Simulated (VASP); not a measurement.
Bi, 2 atoms in the cell. Symmetry: R-3m, No. 166, trigonal system. The conventional cell has a = 4.490 Å, b = 4.490 Å, c = 11.517 Å, α = 90.00°, β = 90.00°, γ = 120.00°. Within 4.0 Å of Bi (site symmetry 3m) lie 6 Bi at 3.06 to 3.41 Å. 

- Program: VASP 6.6.1
- Task: single point
- Functional: LDA
- Potentials or basis: VASP PAW LDA potentials, release 64 (Bi_d)
- Cutoff: 520 eV
- k mesh: 9 × 9 × 9
- Occupations: methfessel-paxton, width 1 eV
- Spin: no spin polarisation
- Dipole correction: no
- Further INCAR settings: ALGO = Normal; EDIFF = 1e-06; NBANDS = 22

Potentials or basis: VASP PAW LDA potentials, release 64 (Bi_d).

The run is started by

```bash
$ cat potpaw_LDA.64/Bi_d/POTCAR > POTCAR
$ mpirun -np 1 vasp_std > vasp.out
```

Hardware: 1 thread of Intel(R) Xeon(R) 6975P-C (Granite Rapids), on a shared host.

Question: Estimate the wall time of this run.

Answer: Wall time 40 s on 1 thread of Intel(R) Xeon(R) 6975P-C (Granite Rapids), with other jobs on the host, peak memory 0.22 GiB. Counts: scf iterations 10, k points 85.
